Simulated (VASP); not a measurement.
S: single point with PBE

S:

```
S
1.0
     2.36034    0.00000    0.00000
     0.00000    2.36034    0.00000
     0.00000    0.00000    4.59066
S
1
Direct
  0.00000 0.00000 0.00000
```

```json
{"Program": "VASP 6.6.1", "Task": "single point", "Functional": "PBE", "Potentials or basis": "VASP PAW PBE potentials, release 64 (S)", "Cutoff": "520 eV", "k mesh": "6 × 6 × 6", "Occupations": "gaussian, width 0.1 eV", "Spin": "no spin polarisation"}
```

```
Pressure               : -0.1 GPa
Band gap on the k mesh : zero (band 3 reaches 7.10 eV, above the bottom of band 4 at 1.62 eV)
```

Stress tensor (GPa, compression positive):
```
-0.19  0.00  0.00
 0.00 -0.19  0.00
 0.00  0.00  0.08
```

Levels at points of the mesh, in eV from the Fermi level:
```
           k point  band 1  band 2  band 3  band 4  band 5  band 6
(0.00, 0.00, 0.00)  -16.83   -4.74    3.38    4.49    4.49    8.69
(0.50, 0.00, 0.00)  -12.63   -8.20   -1.45    6.06    6.74    9.07
(0.50, 0.50, 0.00)   -7.99   -5.19   -5.19    1.42    3.44    9.97
(0.00, 0.00, 0.50)  -16.80   -5.29    4.50    4.50    7.51    8.43
(0.50, 0.00, 0.50)  -12.61   -8.17   -1.76    4.95    6.75   12.24
(0.50, 0.50, 0.50)   -7.97   -5.17   -5.17    1.24    3.51    9.30
```

Wall time 3.1 s on 1 thread of Intel(R) Xeon(R) 6975P-C (Granite Rapids), on a shared host, peak memory 0.12 GiB.

Caveat: the k points lie up to 0.44 Å⁻¹ apart.
